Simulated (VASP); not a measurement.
# N (Pa-3) in VASP: further runs, part 2 of 2

VASP 6.6.1.

## (3) Single point, PBEsol (volume scaled by 1.02)

Input file INCAR:

```
SYSTEM = N
ALGO = Normal
EDIFF = 1E-6
ENCUT = 520
GGA = PS
ISIF = 2
ISMEAR = -1
LASPH = .TRUE.
LCHARG = .FALSE.
LREAL = .FALSE.
LWAVE = .FALSE.
NBANDS = 30
NELM = 100
PREC = Accurate
SIGMA = 0.05
```

Input file KPOINTS:

```
k-points
0
G
  5 5 5
  0 0 0
```

Input file POSCAR:

```
N
1.0
    5.5973433535      0.0000000000      0.0000000000
    0.0000000000      5.5973433535      0.0000000000
    0.0000000000      0.0000000000      5.5973433535
N
8
Direct
    0.0573973300      0.4426026700      0.5573973300
    0.4426026700      0.5573973300      0.0573973300
    0.5573973300      0.0573973300      0.4426026700
    0.9426026700      0.9426026700      0.9426026700
    0.9426026700      0.5573973300      0.4426026700
    0.5573973300      0.4426026700      0.9426026700
    0.4426026700      0.9426026700      0.5573973300
    0.0573973300      0.0573973300      0.0573973300
```

Potentials or basis: VASP PAW PBE potentials, release 64 (N).

Launch:

```sh
cat potpaw_PBE.64/N/POTCAR > POTCAR
mpirun -np 1 vasp_std > vasp.out
```

OUTCAR:

```text
SYSTEM = N
   EDIFF = 1E-6
   ENCUT = 520
   GGA = PS
   ISIF = 2
   ISMEAR = -1
   LASPH = .TRUE.
   LREAL = .FALSE.
   NELM = 100
   PREC = Accurate

 ion  position               nearest neighbor table
   1  0.057  0.443  0.557-   5 1.11
   2  0.443  0.557  0.057-   6 1.11
   3  0.557  0.057  0.443-   7 1.11
   4  0.943  0.943  0.943-   8 1.11
   5  0.943  0.557  0.443-   1 1.11
   6  0.557  0.443  0.943-   2 1.11
   7  0.443  0.943  0.557-   3 1.11
   8  0.057  0.057  0.057-   4 1.11

[... 559 lines left out ...]
  Total       -0.1776156     -0.1776156     -0.1776156      0.0000000     -0.0000000      0.0000000
  in kB       -1.6227288     -1.6227288     -1.6227288      0.0000000     -0.0000000      0.0000000
  external PRESSURE =      -1.6227288 kB  Pullay stress =       0.0000000 kB

 VOLUME and BASIS-vectors are now :
 -----------------------------------------------------------------------------
  energy-cutoff  :      520.00
  volume of cell :      175.37
      direct lattice vectors                 reciprocal lattice vectors
     5.597343354  0.000000000  0.000000000     0.178656183  0.000000000  0.000000000
     0.000000000  5.597343354  0.000000000     0.000000000  0.178656183  0.000000000
     0.000000000  0.000000000  5.597343354     0.000000000  0.000000000  0.178656183

 POSITION                                       TOTAL-FORCE (eV/Angst)
 -----------------------------------------------------------------------------------
      0.32127      2.47740      3.11994        -0.160361      0.160361     -0.160361
      2.47740      3.11994      0.32127         0.160361     -0.160361     -0.160361
      3.11994      0.32127      2.47740        -0.160361     -0.160361      0.160361
      5.27607      5.27607      5.27607         0.160361      0.160361      0.160361
      5.27607      3.11994      2.47740         0.160361     -0.160361      0.160361
      3.11994      2.47740      5.27607        -0.160361      0.160361      0.160361
      2.47740      5.27607      3.11994         0.160361      0.160361     -0.160361
      0.32127      0.32127      0.32127        -0.160361     -0.160361     -0.160361
 -----------------------------------------------------------------------------------
    total drift:                               -0.000000      0.000000      0.000000

  FREE ENERGIE OF THE ION-ELECTRON SYSTEM (eV)
  ---------------------------------------------------
  free  energy   TOTEN  =       -68.2691495705 eV

  energy  without entropy=      -68.2691495705  energy(sigma->0) =      -68.26914957
```

Wall time 52 s (1 thread of Intel Xeon 6975P-C, shared host); peak memory 0.24 GiB.

Results:

```
Free energy            : -68.2691 eV
Pressure               : -0.2 GPa
Largest force          : 0.278 eV/Å
Band gap on the k mesh : 7.15 eV, indirect (least direct gap 7.17 eV)
```

Forces on the atoms (eV/Å):
```
N   -0.160  0.160 -0.160
N    0.160 -0.160 -0.160
N   -0.160 -0.160  0.160
N    0.160  0.160  0.160
N    0.160 -0.160  0.160
N   -0.160  0.160  0.160
N    0.160  0.160 -0.160
N   -0.160 -0.160 -0.160
```

Levels at points of the mesh, in eV from the valence-band top:
```
           k point  band 17  band 18  band 19  band 20  band 21  band 22  band 23  band 24
(0.00, 0.00, 0.00)    -0.95    -0.03    -0.03    -0.03     7.15     7.15     7.15     8.01
```

Caveat: the standard files for N, O and F lose accuracy on very short bonds; the PAW data sets were made with another functional, which shifts forces and pressure a little.

## (4) Single point, PBEsol (volume scaled by 1.04)

Input file INCAR:

```
SYSTEM = N
ALGO     = Normal         ! electronic algorithm
EDIFF    = 1E-6           ! SCF threshold, eV
ENCUT    = 520            ! plane-wave cutoff, eV
GGA      = PS             ! functional
ISIF     = 2              ! what is computed and relaxed
ISMEAR   = -1             ! smearing method
LASPH    = .True.         ! aspherical terms in the spheres
LCHARG   = .False.        ! write CHGCAR
LREAL    = .False.        ! projectors in reciprocal space
LWAVE    = .False.        ! write WAVECAR
NBANDS   = 30             ! bands
NELM     = 80             ! most SCF steps
PREC     = Accurate       ! precision mode
SIGMA    = 0.05           ! smearing width, eV
```

Input file KPOINTS:

```
k-points
0
Gamma
  5 5 5
  0 0 0
```

POSCAR: that of step 3 with these lines changed.

```diff
@@ -2,5 +2,5 @@
 1.0
-    5.5973433535      0.0000000000      0.0000000000
-    0.0000000000      5.5973433535      0.0000000000
-    0.0000000000      0.0000000000      5.5973433535
+    5.6336907573      0.0000000000      0.0000000000
+    0.0000000000      5.6336907573      0.0000000000
+    0.0000000000      0.0000000000      5.6336907573
 N
```

Launch:

```sh
cat potpaw_PBE.64/N/POTCAR > POTCAR
mpirun -np 1 vasp_std > vasp.out
```

Wall time 54 s (1 thread of Intel Xeon 6975P-C, shared host); peak memory 0.26 GiB.

Results (log left out):

```
Free energy            : -68.2544 eV
Pressure               : -1.6 GPa
Largest force          : 1.335 eV/Å
Band gap on the k mesh : 7.10 eV, indirect (least direct gap 7.12 eV)
```

Forces in eV/Å, atoms in the order of the input:
```
N   -0.771  0.771 -0.771
N    0.771 -0.771 -0.771
N   -0.771 -0.771  0.771
N    0.771  0.771  0.771
N    0.771 -0.771  0.771
N   -0.771  0.771  0.771
N    0.771  0.771 -0.771
N   -0.771 -0.771 -0.771
```

Levels at points of the mesh, in eV from the valence-band top:
```tsv
k point	band 17	band 18	band 19	band 20	band 21	band 22	band 23	band 24
(0.00, 0.00, 0.00)	-0.91	-0.02	-0.02	-0.02	7.10	7.10	7.10	7.92
```

Caveat: the standard files for N, O and F lose accuracy on very short bonds; the PAW data sets were made with another functional, which shifts forces and pressure a little.

## (5) Single point, PBEsol (volume scaled by 1.06)

Input file INCAR:

```
  PREC = Accurate
  ENCUT = 520
  EDIFF = 1E-7
  ISMEAR = -1
  SIGMA = 0.05
  LREAL = F
  LASPH = T
  NELM = 100
  ALGO = Normal
  ISIF = 2
  LWAVE = F
  LCHARG = T
  GGA = PS
  LELF = T
  LVHAR = T
  NBANDS = 30
```

Input file KPOINTS:

```
regular mesh
0
Gamma
  5 5 5
```

POSCAR: that of step 4 with these lines changed.

```diff
@@ -2,5 +2,5 @@
 1.0
-    5.6336907573      0.0000000000      0.0000000000
-    0.0000000000      5.6336907573      0.0000000000
-    0.0000000000      0.0000000000      5.6336907573
+    5.6695751054      0.0000000000      0.0000000000
+    0.0000000000      5.6695751054      0.0000000000
+    0.0000000000      0.0000000000      5.6695751054
 N
```

Launch:

```sh
cat potpaw_PBE.64/N/POTCAR > POTCAR
mpirun -np 1 vasp_std > vasp.out
```

It took 73 s on 1 thread of Intel Xeon 6975P-C, shared host; peak memory 0.26 GiB.

Results (log left out):

```yaml
Free_energy: -68.2101 eV
Pressure: -2.9 GPa
Largest_force: 2.323 eV/Å
Band_gap_on_the_k_mesh: 7.05 eV, indirect (least direct gap 7.08 eV)
```

Forces on the atoms (eV/Å):
```
N   -1.341  1.341 -1.341
N    1.341 -1.341 -1.341
N   -1.341 -1.341  1.341
N    1.341  1.341  1.341
N    1.341 -1.341  1.341
N   -1.341  1.341  1.341
N    1.341  1.341 -1.341
N   -1.341 -1.341 -1.341
```

Levels at points of the mesh, in eV from the valence-band top:
```tsv
k point	band 18	band 19	band 20	band 21	band 22	band 23
(0.00, 0.00, 0.00)	-0.02	-0.02	-0.02	7.05	7.05	7.05
```

Caveat: the standard files for N, O and F lose accuracy on very short bonds; the PAW data sets were made with another functional, which shifts forces and pressure a little.

## (6) The runs side by side

| cell | gap on the mesh (eV) | pressure (GPa) | largest force (eV/Å) |
| --- | --- | --- | --- |
| a = 5.523 Å, 8 atoms | 7.24 | 3.2 | 2.07 |
| a = 5.597 Å, 8 atoms | 7.15 | -0.2 | 0.28 |
| a = 5.634 Å, 8 atoms | 7.10 | -1.6 | 1.33 |
| a = 5.670 Å, 8 atoms | 7.05 | -2.9 | 2.32 |

Alike in all rows: task single point; level PBEsol; potentials or basis VASP PAW PBE potentials, release 64 (N); no spin polarisation; k mesh 5 × 5 × 5; cutoff (eV) 520; smearing fermi-dirac 0.05 eV.

Caveats: the standard files for N, O and F lose accuracy on very short bonds; the PAW data sets were made with another functional, which shifts forces and pressure a little.

Absolute energies hang on the potentials; compare differences alone.
